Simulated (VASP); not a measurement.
# GeP4 (Cmmm) in VASP: a series of runs

The runs below take GeP4 through single point, with PBE.

All numbers are computed with VASP 6.6.1; they aren't measurements. Logs are shortened: lines on timing, memory, paths and dates and some standing lists are left out, and cuts for length are marked.

## Step 1: The cell of the first run

The structure is orthorhombic, space group Cmmm (No. 65). Conventional cell: a = 6.880 Å, b = 7.639 Å, c = 3.388 Å, α = 90.00°, β = 90.00°, γ = 90.00°. Within 3.4 Å of Ge (site symmetry mmm) lie 6 P at 2.55 to 2.68 Å and 2 Ge at 3.39 Å. Within 3.4 Å of P (site symmetry 2mm) lie 7 P at 2.55 to 3.39 Å and 2 Ge at 2.55 Å. Within 3.0 Å of P (site symmetry m2m) lie 5 P at 2.28 to 2.55 Å and 1 Ge at 2.68 Å.

## Step 2: Single point, PBE

INCAR

```
SYSTEM = GeP4
  PREC = Accurate
  ENCUT = 520
  EDIFF = 1E-7
  ISMEAR = 0
  SIGMA = 0.1
  LREAL = .False.
  LASPH = .True.
  NELM = 60
  ALGO = Normal
  ISIF = 2
  LWAVE = .False.
  LCHARG = .False.
  GGA = PE
  NBANDS = 25
```

KPOINTS

```
regular mesh
0
Gamma
  4 4 6
  0 0 0
```

POSCAR

```
GeP4
1.0
    3.8196040235     -3.4399672857      0.0000000000
    3.8196040235      3.4399672857      0.0000000000
    0.0000000000      0.0000000000      3.3883972006
Ge P
1 4
Direct
    0.0000000000      0.0000000000      0.0000000000
    0.7223513410      0.2776486590      0.5000000000
    0.2776486590      0.7223513410      0.5000000000
    0.3509466422      0.3509466422      0.0000000000
    0.6490533578      0.6490533578      0.0000000000
```

Potentials or basis: VASP PAW PBE potentials, release 64 (Ge_d, P).

Launch:

```
$ cat potpaw_PBE.64/Ge_d/POTCAR potpaw_PBE.64/P/POTCAR > POTCAR
$ mpirun -np 1 vasp_std > vasp.out
```

OUTCAR:

```text
SYSTEM = GeP4
   PREC = Accurate
   ENCUT = 520
   EDIFF = 1E-7
   ISMEAR = 0
   LREAL = .False.
   LASPH = .True.
   NELM = 60
   ISIF = 2
   GGA = PE

 ion  position               nearest neighbor table
   1  0.000  0.000  0.000-   2 2.55   3 2.55   2 2.55   3 2.55   4 2.68   5 2.68
   2  0.722  0.278  0.500-   4 2.55   5 2.55   4 2.55   5 2.55   1 2.55   1 2.55
   3  0.278  0.722  0.500-   4 2.55   5 2.55   4 2.55   5 2.55   1 2.55   1 2.55
   4  0.351  0.351  0.000-   5 2.28   3 2.55   2 2.55   2 2.55   3 2.55   1 2.68
   5  0.649  0.649  0.000-   4 2.28   3 2.55   2 2.55   2 2.55   3 2.55   1 2.68

  LATTYP: Found a base centered orthorhombic cell.
 ALAT       =     6.8799345714
 B/A-ratio  =     1.1103605663
 C/A-ratio  =     0.4925042768

  Lattice vectors:

 A1 = (  -3.8196040235,  -3.4399672857,   0.0000000000)
 A2 = (   3.8196040235,  -3.4399672857,   0.0000000000)
 A3 = (   0.0000000000,   0.0000000000,   3.3883972006)

Analysis of symmetry for initial positions (statically):
=====================================================================
 Subroutine PRICEL returns:
 Original cell was already a primitive cell.

 Routine SETGRP: Setting up the symmetry group for a
 base centered orthorhombic supercell.

 Subroutine GETGRP returns: Found  8 space group operations
 (whereof  8 operations were pure point group operations)
 out of a pool of  8 trial point group operations.

The static configuration has the point symmetry D_2h.

Analysis of symmetry for dynamics (positions and initial velocities):
=====================================================================
 Subroutine PRICEL returns:
 Original cell was already a primitive cell.

 Routine SETGRP: Setting up the symmetry group for a
 base centered orthorhombic supercell.

 Subroutine GETGRP returns: Found  8 space group operations
 (whereof  8 operations were pure point group operations)
 out of a pool of  8 trial point group operations.

The dynamic configuration has the point symmetry D_2h.

 Subroutine INISYM returns: Found  8 space group operations
 (whereof  8 operations are pure point group operations),
 and found     1 'primitive' translations

----------------------------------------------------------------------------------------

                                     Primitive cell

  volume of cell :      89.0424

  direct lattice vectors                    reciprocal lattice vectors
     3.819604024 -3.439967286  0.000000000     0.130903622 -0.145350219  0.000000000
     3.819604024  3.439967286  0.000000000     0.130903622  0.145350219  0.000000000
[... 96 lines left out ...]
   NFREE  =      0    steps in history (QN), initial steepest desc. (CG)
   ISIF   =      2    stress and relaxation
   ISYM   =      2    0-nonsym 1-usesym 2-fastsym
   POTIM  = 0.5000    time-step for ionic-motion
   TEBEG  =    0.0;   TEEND  =   0.0 temperature during run
   PSTRESS=    0.0 pullay stress
   NELECT =      34.0000    total number of electrons
   NUPDOWN=      -1.0000    fix difference up-down
   EMIN   =  10.00;   EMAX   =-10.00  energy-range for DOS
   EFERMI =   0.00;   METHOD = LEGACY
   ISMEAR =     0;   SIGMA  =   0.10  broadening in eV -4-tet -1-fermi 0-gaus
   EFERMI_NEDOS =   21; number of points for ismear=-14 and -15
   IALGO  =     38    algorithm
   IMIX   =      4    mixing-type and parameters
     AMIX     =   0.40;   BMIX     =  1.00
     AMIX_MAG =   1.60;   BMIX_MAG =  1.00
  volume/ion in A,a.u.               =      17.81       120.18
  Fermi-wavevector in a.u.,A,eV,Ry     =   1.187687  2.244404 19.192397  1.410601
  Thomas-Fermi vector in A             =   2.323833
   LORBIT       =      0    0 simple, 1 ext, 2 COOP (PROOUT), +10 PAW based schemes
   GGA     = PE    functional components
   LHFCALC =     F    Hartree Fock is set to
   AEXX    =    0.0000 exact exchange contribution
   IVDW    =     0    specifies the selected vdW correction
   LEPSILON=     F    determine dielectric tensor
   LRPA    =     F    only Hartree local field effects (RPA)
 non-spin polarized calculation
 Gauss-broadening in eV      SIGMA  =   0.10
  energy-cutoff  :      520.00
  volume of cell :       89.04
 maximum number of plane-waves:      2421
 NGX is ok and might be reduce to    40
   NGX = 19   NGY = 19   NGZ = 13

 number of electron      34.0000004 magnetization

 Free energy of the ion-electron system (eV)
  ---------------------------------------------------
  ext. energy  EPLUGINS =         0.00000000
  ---------------------------------------------------
  free energy    TOTEN  =       -23.56302879 eV

  energy without entropy =      -23.55046497  energy(sigma->0) =      -23.55674688

 E-fermi :   7.1802     XC(G=0): -10.5194

 val. band max:        7.1746522003   @ k =   0.5000   0.5000   0.5000
 cond. band min:       7.1802598812   @ k =   0.2500   0.0000   0.3333
 fundamental gap:      0.0056076808
 Fermi energy:         7.1801506370

 k-point     1 :       0.0000    0.0000    0.0000
  band No.  band energies     occupation
      1     -17.6272      2.00000
      2     -17.5897      2.00000
      3     -17.5754      2.00000
      4     -17.5684      2.00000
      5     -17.5588      2.00000
      6      -8.4005      2.00000
[... 661 lines left out ...]
     24      13.2474      0.00000
     25      13.9033      0.00000

 [... further k-points ...]

------------------------ aborting loop because EDIFF is reached ----------------------------------------

  FORCE on cell =-STRESS in cart. coord.  units (eV):
  Direction    XX          YY          ZZ          XY          YZ          ZX
  --------------------------------------------------------------------------------------
  -------------------------------------------------------------------------------------
  Total        0.0412134     -0.0857620     -0.0789032     -0.0000000      0.0000000      0.0000000
  in kB        0.7415701     -1.5431508     -1.4197380     -0.0000000      0.0000000      0.0000000
  external PRESSURE =      -0.7404395 kB  Pullay stress =       0.0000000 kB

 VOLUME and BASIS-vectors are now :
 -----------------------------------------------------------------------------
  energy-cutoff  :      520.00
  volume of cell :       89.04
      direct lattice vectors                 reciprocal lattice vectors
     3.819604024 -3.439967286  0.000000000     0.130903622 -0.145350219  0.000000000
     3.819604024  3.439967286  0.000000000     0.130903622  0.145350219  0.000000000
     0.000000000  0.000000000  3.388397201     0.000000000  0.000000000  0.295124786

 POSITION                                       TOTAL-FORCE (eV/Angst)
 -----------------------------------------------------------------------------------
      0.00000      0.00000      0.00000         0.000000      0.000000      0.000000
      3.81960     -1.52976      1.69420         0.000000     -0.017959      0.000000
      3.81960      1.52976      1.69420         0.000000      0.017959      0.000000
      2.68095      0.00000      0.00000         0.047791      0.000000      0.000000
      4.95825      0.00000      0.00000        -0.047791      0.000000      0.000000
 -----------------------------------------------------------------------------------
    total drift:                                0.000000      0.000000     -0.000000

  FREE ENERGIE OF THE ION-ELECTRON SYSTEM (eV)
  ---------------------------------------------------
  free  energy   TOTEN  =       -23.5630287857 eV

  energy  without entropy=      -23.5504649732  energy(sigma->0) =      -23.55674688
```

OSZICAR:

```text
N       E                     dE             d eps       ncg     rms          rms(c)
DAV:   1     0.228964297843E+03    0.22896E+03   -0.15266E+04  1718   0.224E+03
DAV:   2     0.942994903624E+01   -0.21953E+03   -0.20634E+03  1555   0.579E+02
DAV:   3    -0.222521102876E+02   -0.31682E+02   -0.30754E+02  1738   0.118E+02
DAV:   4    -0.236424588267E+02   -0.13903E+01   -0.13807E+01  1702   0.267E+01
DAV:   5    -0.236794098948E+02   -0.36951E-01   -0.36918E-01  1855   0.463E+00    0.862E+00
DAV:   6    -0.235727902328E+02    0.10662E+00   -0.19846E-01  1935   0.295E+00    0.497E+00
DAV:   7    -0.235624675524E+02    0.10323E-01   -0.87904E-02  1773   0.148E+00    0.967E-01
DAV:   8    -0.235630492810E+02   -0.58173E-03   -0.97753E-03  1781   0.587E-01    0.209E-01
DAV:   9    -0.235629732776E+02    0.76003E-04   -0.71857E-04  1773   0.154E-01    0.109E-01
DAV:  10    -0.235630217374E+02   -0.48460E-04   -0.21152E-04  1756   0.750E-02    0.271E-02
DAV:  11    -0.235630279236E+02   -0.61862E-05   -0.26460E-05  1734   0.273E-02    0.109E-02
DAV:  12    -0.235630287025E+02   -0.77888E-06   -0.19071E-06  1772   0.843E-03    0.600E-03
DAV:  13    -0.235630288248E+02   -0.12231E-06   -0.41357E-07  1700   0.389E-03    0.152E-03
DAV:  14    -0.235630287857E+02    0.39139E-07   -0.31508E-08  1101   0.106E-03
   1 F= -.23563029E+02 E0= -.23556747E+02  d E =-.125638E-01
```

stdout:

```text
POSCAR found type information on POSCAR GeP
 POSCAR found :  2 types and       5 ions
 scaLAPACK will be used
 LDA part: xc-table for (Slater+PW92), standard interpolation
 POSCAR, INCAR and KPOINTS ok, starting setup
 FFT: planning ... GRIDC
 FFT: planning ... GRID_SOFT
 FFT: planning ... GRID
 WAVECAR not read
 entering main loop
```

Run time: 45 s. Hardware: 1 thread of Intel Xeon Platinum 8259CL at 2.50GHz (Skylake/Cascade Lake), shared host; peak memory 0.22 GiB.

What came out:

* Free energy: -23.5630 eV
* Pressure: -0.1 GPa
* Largest force: 0.048 eV/Å
* Band gap on the k mesh: zero (band 17 reaches 8.04 eV, above the bottom of band 18 at 5.70 eV)

Forces in eV/Å, atoms in the order of the input:
```
Ge   0.000  0.000  0.000
P    0.000 -0.018  0.000
P    0.000  0.018  0.000
P    0.048  0.000  0.000
P   -0.048  0.000  0.000
```

Levels at points of the mesh, in eV from the Fermi level:
| k point | band 13 | band 14 | band 15 | band 16 | band 17 | band 18 | band 19 | band 20 | band 21 | band 22 |
| --- | --- | --- | --- | --- | --- | --- | --- | --- | --- | --- |
| (0.00, 0.00, 0.00) | -3.57 | -3.57 | -2.86 | -0.16 | 0.76 | 1.11 | 1.32 | 2.36 | 3.70 | 3.95 |
| (0.50, 0.00, 0.00) | -3.04 | -1.65 | -1.40 | -0.92 | -0.45 | 0.98 | 1.92 | 2.84 | 3.14 | 3.91 |
| (0.50, 0.50, 0.00) | -2.91 | -2.53 | -1.42 | -0.49 | -0.24 | 0.33 | 0.42 | 0.56 | 0.91 | 2.61 |
| (0.00, 0.00, 0.50) | -4.08 | -3.26 | -2.35 | -2.30 | -1.13 | -0.53 | -0.47 | 0.20 | 0.73 | 1.45 |
| (0.50, 0.00, 0.50) | -4.65 | -4.63 | -3.59 | -3.51 | -1.97 | -0.49 | 2.29 | 2.44 | 3.03 | 3.67 |
| (0.50, 0.50, 0.50) | -5.55 | -2.11 | -0.22 | -0.13 | -0.01 | 0.21 | 0.62 | 1.95 | 2.18 | 2.90 |

## Step 3: Single point, PBE

This run uses another cell than the first one, of 18.00 Å³/atom, 1.011 times its volume.

INCAR

```
ALGO = Normal ; EDIFF = 1E-6
ENCUT = 520 ; GGA = PE
ISIF = 2 ; ISMEAR = 0
LASPH = True ; LCHARG = True
LELF = True ; LREAL = False
LVHAR = True ; LWAVE = False
NBANDS = 25 ; NELM = 100
PREC = Accurate ; SIGMA = 0.1
```

KPOINTS

```
k-points
0
Gamma
  4 4 6
```

POSCAR

```
GeP4
1.0
    3.6272036700     -3.8088156000      0.0000000000
    3.6272036700      3.8088156000      0.0000000000
    0.0000000000      0.0000000000      3.2571181800
Ge P
1 4
Direct
    0.0000000000      0.0000000000      0.0000000000
    0.8105999900      0.1894000100      0.5000000000
    0.1894000100      0.8105999900      0.5000000000
    0.2852000000      0.2852000000      0.0000000000
    0.7148000000      0.7148000000      0.0000000000
```

Potentials or basis: VASP PAW PBE potentials, release 64 (Ge_d, P).

Launch:

```
$ cat potpaw_PBE.64/Ge_d/POTCAR potpaw_PBE.64/P/POTCAR > POTCAR
$ mpirun -np 1 vasp_std > vasp.out
```

It took 39 s on 1 thread of Intel Xeon Platinum 8259CL at 2.50GHz (Skylake/Cascade Lake), shared host; peak memory 0.21 GiB.

It converged, with:

- Free energy: -17.8690 eV
- Pressure: 24.1 GPa
- Largest force: 5.073 eV/Å
- Band gap on the k mesh: zero (band 17 reaches 7.95 eV, above the bottom of band 18 at 4.87 eV)

Forces on the atoms (eV/Å):
```
Ge   0.000  0.000  0.000
P    0.000  4.908  0.000
P    0.000 -4.908  0.000
P    5.073  0.000  0.000
P   -5.073  0.000  0.000
```

Stress tensor (GPa, compression positive):
```
32.42  0.00  0.00
 0.00 19.05  0.00
 0.00  0.00 20.88
```

Levels at points of the mesh, in eV from the Fermi level:
| k point | band 15 | band 16 | band 17 | band 18 | band 19 | band 20 |
| --- | --- | --- | --- | --- | --- | --- |
| (0.00, 0.00, 0.00) | -0.84 | 0.47 | 1.22 | 1.33 | 1.82 | 2.27 |
| (0.50, 0.00, 0.00) | -1.02 | -0.96 | -0.04 | 1.21 | 1.87 | 2.11 |
| (0.50, 0.50, 0.00) | -1.85 | -0.88 | -0.35 | 0.13 | 0.46 | 0.94 |
| (0.00, 0.00, 0.50) | -2.34 | -2.21 | -2.07 | -1.86 | -0.62 | -0.04 |
| (0.50, 0.00, 0.50) | -2.63 | -2.47 | -0.98 | -0.09 | 0.29 | 0.99 |
| (0.50, 0.50, 0.50) | -0.81 | 0.15 | 0.15 | 0.27 | 0.27 | 0.34 |

Caveat: forces of over 1 eV/Å act on the atoms, so gaps and moduli don't describe the material at rest.
